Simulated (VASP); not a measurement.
# CdIr (P6/mmm) in VASP: a series of runs

Runs on CdIr. Level: PBE. Tasks: single point.

Everything below comes from runs of VASP 6.6.1. Logs are shortened: lines on timing, memory, paths and dates and some standing lists are left out, and cuts for length are marked.

### Step 1. The cell of the first run

Symmetry: P6/mmm, No. 191, hexagonal system. Conventional cell: a = 3.285 Å, b = 3.285 Å, c = 4.448 Å, α = 90.00°, β = 90.00°, γ = 120.00°. Cd (site symmetry 6/mmm) has 2 Ir at 2.22 Å within 2.9 Å. Ir (site symmetry 6/mmm) has 2 Cd at 2.22 Å within 2.9 Å.

### Step 2. Single point, PBE

The input, INCAR:

```
PREC     = Accurate       # precision mode
ENCUT    = 520            # plane-wave cutoff, eV
EDIFF    = 1E-6           # SCF threshold, eV
ISMEAR   = -1             # smearing method
SIGMA    = 0.05           # smearing width, eV
LREAL    = F              # projectors in reciprocal space
LASPH    = T              # aspherical terms in the spheres
NELM     = 60             # most SCF steps
ALGO     = Normal         # electronic algorithm
ISIF     = 2              # what is computed and relaxed
LWAVE    = F              # write WAVECAR
LCHARG   = F              # write CHGCAR
GGA      = PE             # functional
NBANDS   = 18             # bands
```

The input, KPOINTS:

```
Automatic mesh
0
Gamma
  8 8 5
```

The input, POSCAR:

```
CdIr
1.0
    3.2853797500      0.0000000000      0.0000000000
   -1.6426898800      2.8452223300      0.0000000000
    0.0000000000      0.0000000000      4.4478366900
Cd Ir
1 1
Direct
    0.0000000000      0.0000000000      0.0000000000
    0.0000000000      0.0000000000      0.5000000000
```

Potentials or basis: VASP PAW PBE potentials, release 64 (Cd, Ir).

Run with:

```console
$ cat potpaw_PBE.64/Cd/POTCAR potpaw_PBE.64/Ir/POTCAR > POTCAR
$ mpirun -np 1 vasp_std > vasp.out
```

OUTCAR:

```text
PREC = Accurate
   ENCUT = 520
   EDIFF = 1E-6
   ISMEAR = -1
   LREAL = F
   LASPH = T
   NELM = 60
   ISIF = 2
   GGA = PE

 ion  position               nearest neighbor table
   1  0.000  0.000  0.000-   2 2.22   2 2.22
   2  0.000  0.000  0.500-   1 2.22   1 2.22

  LATTYP: Found a hexagonal cell.
 ALAT       =     3.2853797500
 C/A-ratio  =     1.3538272676

  Lattice vectors:

 A1 = (   3.2853797500,   0.0000000000,   0.0000000000)
 A2 = (  -1.6426898800,   2.8452223300,   0.0000000000)
 A3 = (   0.0000000000,   0.0000000000,   4.4478366900)

Analysis of symmetry for initial positions (statically):
=====================================================================
 Subroutine PRICEL returns:
 Original cell was already a primitive cell.

 Routine SETGRP: Setting up the symmetry group for a
 hexagonal supercell.

 Subroutine GETGRP returns: Found 24 space group operations
 (whereof 24 operations were pure point group operations)
 out of a pool of 24 trial point group operations.

The static configuration has the point symmetry D_6h.

Analysis of symmetry for dynamics (positions and initial velocities):
=====================================================================
 Subroutine PRICEL returns:
 Original cell was already a primitive cell.

 Routine SETGRP: Setting up the symmetry group for a
 hexagonal supercell.

 Subroutine GETGRP returns: Found 24 space group operations
 (whereof 24 operations were pure point group operations)
 out of a pool of 24 trial point group operations.

The dynamic configuration has the point symmetry D_6h.

 Subroutine INISYM returns: Found 24 space group operations
 (whereof 24 operations are pure point group operations),
 and found     1 'primitive' translations

----------------------------------------------------------------------------------------

                                     Primitive cell

  volume of cell :      41.5768

  direct lattice vectors                    reciprocal lattice vectors
     3.285379750  0.000000000  0.000000000     0.304378816  0.175733192  0.000000000
    -1.642689880  2.845222330  0.000000000     0.000000000  0.351466383  0.000000000
     0.000000000  0.000000000  4.447836690     0.000000000  0.000000000  0.224828399

  length of vectors
     3.285379750  3.285379757  4.447836690     0.351466383  0.351466383  0.224828399

  position of ions in fractional coordinates (direct lattice)
     0.000000000  0.000000000  0.000000000
     0.000000000  0.000000000  0.500000000

  ion indices of the primitive-cell ions
   primitive index   ion index
                 1           1
                 2           2

----------------------------------------------------------------------------------------

 KPOINTS: Automatic mesh

Automatic generation of k-mesh.
 Grid dimensions read from file:
 generate k-points for:    8    8    5

 Generating k-lattice:

  Cartesian coordinates                     Fractional coordinates (reciprocal lattice)
     0.038047352  0.021966649  0.000000000     0.125000000 -0.000000000  0.000000000
     0.000000000  0.043933298  0.000000000     0.000000000  0.125000000  0.000000000
     0.000000000  0.000000000  0.044965680     0.000000000  0.000000000  0.200000000

  Length of vectors
     0.043933298  0.043933298  0.044965680

  Shift w.r.t. Gamma in fractional coordinates (k-lattice)
     0.000000000  0.000000000  0.000000000

 Subroutine IBZKPT returns following result:
 ===========================================

 Found     30 irreducible k-points:

 Following reciprocal coordinates:
            Coordinates               Weight
  0.000000  0.000000  0.000000      1.000000
  0.125000  0.000000  0.000000      6.000000
  0.250000  0.000000  0.000000      6.000000
  0.375000  0.000000  0.000000      6.000000
  0.500000  0.000000  0.000000      3.000000
  0.125000  0.125000  0.000000      6.000000
[... 16 lines left out ...]
  0.250000  0.000000  0.400000     12.000000
  0.375000  0.000000  0.400000     12.000000
 [... further k-points ...]
   k-points           NKPTS =     30   k-points in BZ     NKDIM =     30   number of bands    NBANDS=     18
   number of dos      NEDOS =    301   number of ions     NIONS =      2
   total plane-waves  NPLWV =  20736
   dimension x,y,z NGX =    24 NGY =   24 NGZ =   36
   dimension x,y,z NGXF=    48 NGYF=   48 NGZF=   72
   ions per type =               1   1
   NGX,Y,Z   is equivalent  to a cutoff of  12.14, 12.14, 13.46 a.u.
   NGXF,Y,Z  is equivalent  to a cutoff of  24.29, 24.29, 26.91 a.u.
 SYSTEM =  unknown system
   PREC   = accura    normal or accurate (medium, high low for compatibility)
   ISTART =      0    job   : 0-new  1-cont  2-samecut
   ICHARG =      2    charge: 1-file 2-atom 10-const
   ISPIN  =      1    spin polarized calculation?
   LNONCOLLINEAR =      F non collinear calculations
   LSORBIT =      F    spin-orbit coupling
   LASPH  =      T    aspherical Exc in radial PAW
   ENCUT  =  520.0 eV  38.22 Ry    6.18 a.u.   6.11  6.11  8.27*2*pi/ulx,y,z
   NELM   =     60;   NELMIN=  2; NELMDL= -5     # of ELM steps
   EDIFF  = 0.1E-05   stopping-criterion for ELM
   LREAL  =      F    real-space projection
   EDIFFG = 0.1E-04   stopping-criterion for IOM
   NSW    =      0    number of steps for IOM
   IBRION =     -1    ionic relax: 0-MD 1-quasi-New 2-CG
   NFREE  =      0    steps in history (QN), initial steepest desc. (CG)
   ISIF   =      2    stress and relaxation
   ISYM   =      2    0-nonsym 1-usesym 2-fastsym
   POTIM  = 0.5000    time-step for ionic-motion
   TEBEG  =    0.0;   TEEND  =   0.0 temperature during run
   PSTRESS=    0.0 pullay stress
   NELECT =      21.0000    total number of electrons
   NUPDOWN=      -1.0000    fix difference up-down
   EMIN   =  10.00;   EMAX   =-10.00  energy-range for DOS
   EFERMI =   0.00;   METHOD = LEGACY
   ISMEAR =    -1;   SIGMA  =   0.05  broadening in eV -4-tet -1-fermi 0-gaus
   EFERMI_NEDOS =   21; number of points for ismear=-14 and -15
   IALGO  =     38    algorithm
   IMIX   =      4    mixing-type and parameters
     AMIX     =   0.40;   BMIX     =  1.00
     AMIX_MAG =   1.60;   BMIX_MAG =  1.00
  volume/ion in A,a.u.               =      20.79       140.29
  Fermi-wavevector in a.u.,A,eV,Ry     =   1.303760  2.463750 23.127056  1.699791
  Thomas-Fermi vector in A             =   2.434741
   LORBIT       =      0    0 simple, 1 ext, 2 COOP (PROOUT), +10 PAW based schemes
   GGA     = PE    functional components
   LHFCALC =     F    Hartree Fock is set to
   AEXX    =    0.0000 exact exchange contribution
   IVDW    =     0    specifies the selected vdW correction
   LEPSILON=     F    determine dielectric tensor
   LRPA    =     F    only Hartree local field effects (RPA)
 non-spin polarized calculation
  energy-cutoff  :      520.00
  volume of cell :       41.58
 maximum number of plane-waves:      1132
   NGX = 13   NGY = 13   NGZ = 17

 number of electron      21.0000004 magnetization

 Free energy of the ion-electron system (eV)
  ---------------------------------------------------
  ext. energy  EPLUGINS =         0.00000000
  ---------------------------------------------------
  free energy    TOTEN  =        -4.63626250 eV

  energy without entropy =       -4.62172283  energy(sigma->0) =       -4.62899267

 E-fermi :   3.4810     XC(G=0): -11.2687

 val. band max:        3.4621628525   @ k =   0.1250   0.0000   0.0000
 cond. band min:       3.4976472241   @ k =   0.0000   0.0000   0.0000
 fundamental gap:      0.0354843715
 Fermi energy:         3.4809813340

 k-point     1 :       0.0000    0.0000    0.0000
  band No.  band energies     occupation
      1      -7.0729      2.00000
      2      -5.3758      2.00000
      3      -5.3758      2.00000
      4      -4.9551      2.00000
      5      -4.9551      2.00000
      6      -4.0743      2.00000
[... 10 lines left out ...]
     17      20.5511      0.00000
     18      20.5511      0.00000

 k-point     2 :       0.1250    0.0000    0.0000
  band No.  band energies     occupation
      1      -7.0570      2.00000
      2      -5.4614      2.00000
      3      -5.3920      2.00000
      4      -4.9906      2.00000
      5      -4.8774      2.00000
      6      -3.7258      2.00000
[... 10 lines left out ...]
     17      19.7330      0.00000
     18      20.9554      0.00000

 k-point     3 :       0.2500    0.0000    0.0000
  band No.  band energies     occupation
      1      -7.0198      2.00000
      2      -5.6577      2.00000
      3      -5.4312      2.00000
      4      -5.0958      2.00000
      5      -4.6839      2.00000
      6      -2.6852      2.00000
[... 10 lines left out ...]
     17      17.6884      0.00000
     18      18.4233      0.00000

 k-point     4 :       0.3750    0.0000    0.0000
  band No.  band energies     occupation
      1      -6.9839      2.00000
      2      -5.8409      2.00000
      3      -5.4701      2.00000
      4      -5.2086      2.00000
      5      -4.4813      2.00000
      6      -1.0936      2.00000
[... 10 lines left out ...]
     17      16.2258      0.00000
     18      17.3535      0.00000

 k-point     5 :       0.5000    0.0000    0.0000
  band No.  band energies     occupation
      1      -6.9694      2.00000
      2      -5.9135      2.00000
      3      -5.4861      2.00000
      4      -5.2560      2.00000
      5      -4.3945      2.00000
      6       0.0623      2.00000
[... 10 lines left out ...]
     17      15.6142      0.00000
     18      17.3788      0.00000

 k-point     6 :       0.1250    0.1250    0.0000
  band No.  band energies     occupation
      1      -7.0305      2.00000
      2      -5.5926      2.00000
      3      -5.4290      2.00000
      4      -5.0241      2.00000
      5      -4.7856      2.00000
      6      -3.0236      2.00000
[... 10 lines left out ...]
     17      18.2539      0.00000
     18      20.1197      0.00000

 k-point     7 :       0.2500    0.1250    0.0000
  band No.  band energies     occupation
      1      -6.9941      2.00000
      2      -5.7600      2.00000
      3      -5.4885      2.00000
      4      -5.0932      2.00000
      5      -4.6324      2.00000
      6      -1.6863      2.00000
[... 10 lines left out ...]
     17      16.7993      0.00000
     18      18.3320      0.00000

 k-point     8 :       0.3750    0.1250    0.0000
  band No.  band energies     occupation
      1      -6.9689      2.00000
      2      -5.8706      2.00000
      3      -5.5316      2.00000
      4      -5.1586      2.00000
      5      -4.4987      2.00000
      6      -0.0723      2.00000
[... 10 lines left out ...]
     17      15.7721      0.00000
     18      17.4861      0.00000
[... 229 lines left out ...]
     17      15.8821      0.00000
     18      18.2992      0.00000

 k-point    20 :       0.3750    0.2500    0.2000
  band No.  band energies     occupation
      1      -6.4680      2.00000
      2      -5.6701      2.00000
      3      -5.5264      2.00000
      4      -4.9492      2.00000
      5      -4.6702      2.00000
      6       0.9003      2.00000
[... 10 lines left out ...]
     17      17.0816      0.00000
     18      17.0961      0.00000

 k-point    21 :       0.0000    0.0000    0.4000
  band No.  band energies     occupation
      1      -5.7803      2.00000
      2      -5.0452      2.00000
      3      -5.0452      2.00000
      4      -4.9369      2.00000
      5      -4.9369      2.00000
      6      -2.6988      2.00000
[... 10 lines left out ...]
     17      18.5501      0.00000
     18      18.9514      0.00000

 k-point    22 :       0.1250    0.0000    0.4000
  band No.  band energies     occupation
      1      -5.7380      2.00000
      2      -5.1306      2.00000
      3      -5.0589      2.00000
      4      -4.9659      2.00000
      5      -4.8611      2.00000
      6      -2.4031      2.00000
[... 10 lines left out ...]
     17      17.2773      0.00000
     18      18.9462      0.00000

 k-point    23 :       0.2500    0.0000    0.4000
  band No.  band energies     occupation
      1      -5.6542      2.00000
      2      -5.3035      2.00000
      3      -5.0914      2.00000
      4      -5.0366      2.00000
      5      -4.6720      2.00000
      6      -1.6125      2.00000
[... 10 lines left out ...]
     17      16.7074      0.00000
     18      17.6529      0.00000

 k-point    24 :       0.3750    0.0000    0.4000
  band No.  band energies     occupation
      1      -5.5974      2.00000
      2      -5.4486      2.00000
      3      -5.1232      2.00000
      4      -5.0999      2.00000
      5      -4.4730      2.00000
      6      -0.6229      2.00000
[... 10 lines left out ...]
     17      16.1625      0.00000
     18      17.6589      0.00000

 [... further k-points ...]
[... 5 lines left out ...]
  --------------------------------------------------------------------------------------
  -------------------------------------------------------------------------------------
  Total       -5.5601472     -5.5601473     34.0676577      0.0000000     -0.0000000      0.0000000
  in kB     -214.2625440   -214.2625448   1312.8110999      0.0000004     -0.0000000      0.0000000
  external PRESSURE =     294.7620037 kB  Pullay stress =       0.0000000 kB

 VOLUME and BASIS-vectors are now :
 -----------------------------------------------------------------------------
  energy-cutoff  :      520.00
  volume of cell :       41.58
      direct lattice vectors                 reciprocal lattice vectors
     3.285379750  0.000000000  0.000000000     0.304378816  0.175733192  0.000000000
    -1.642689880  2.845222330  0.000000000     0.000000000  0.351466383  0.000000000
     0.000000000  0.000000000  4.447836690     0.000000000  0.000000000  0.224828399

 POSITION                                       TOTAL-FORCE (eV/Angst)
 -----------------------------------------------------------------------------------
      0.00000      0.00000      0.00000        -0.000000      0.000000      0.000000
      0.00000      0.00000      2.22392         0.000000      0.000000      0.000000
 -----------------------------------------------------------------------------------
    total drift:                                0.000000      0.000000      0.000000

  FREE ENERGIE OF THE ION-ELECTRON SYSTEM (eV)
  ---------------------------------------------------
  free  energy   TOTEN  =        -4.6362625045 eV

  energy  without entropy=       -4.6217228259  energy(sigma->0) =       -4.62899267
```

Wall time 14 s (1 thread of Intel Xeon Platinum 8375C at 2.90GHz (Ice Lake), shared host); peak memory 0.16 GiB.

What came out:

```yaml
Free_energy: -4.6363 eV
Pressure: 29.5 GPa
```

Stress tensor (GPa, compression positive):
```
-21.43   0.00   0.00
  0.00 -21.43   0.00
  0.00   0.00 131.28
```

Caveat: spin-orbit coupling is left out, which moves the levels of the heavy elements.

### Step 3. Single point, PBE

The input, INCAR:

```
SYSTEM = CdIr
PREC = Accurate
ENCUT = 520
EDIFF = 1E-7
ISMEAR = -1
SIGMA = 0.05
LREAL = .False.
LASPH = .True.
NELM = 60
ALGO = Fast
ISIF = 2
LWAVE = .False.
LCHARG = .True.
GGA = PE
LELF = .True.
LVHAR = .True.
NBANDS = 18
```

The input, KPOINTS:

```
regular mesh
0
Gamma
  8 8 5
  0 0 0
```

POSCAR is that of step 2.

Potentials or basis: VASP PAW PBE potentials, release 64 (Cd, Ir).

Run with:

```console
$ cat potpaw_PBE.64/Cd/POTCAR potpaw_PBE.64/Ir/POTCAR > POTCAR
$ mpirun -np 1 vasp_std > vasp.out
```

It took 17 s on 1 thread of Intel Xeon Platinum 8375C at 2.90GHz (Ice Lake), shared host; peak memory 0.16 GiB.

The run converged. Its results:

- Free energy: -4.6363 eV
- Pressure: 29.5 GPa

Stress tensor (GPa, compression positive):
```
-21.39   0.00   0.00
  0.00 -21.39   0.00
  0.00   0.00 131.32
```

Levels at points of the mesh, in eV from the Fermi level:
```tsv
k point	band 7	band 8	band 9	band 10	band 11	band 12	band 13	band 14
(0.00, 0.00, 0.00)	-3.04	-1.31	-1.31	0.02	0.02	1.21	6.68	11.43
(0.50, 0.00, 0.00)	-2.11	-1.41	-1.11	-0.21	0.44	2.01	5.36	6.21
```

Caveat: spin-orbit coupling is left out, which moves the levels of the heavy elements.
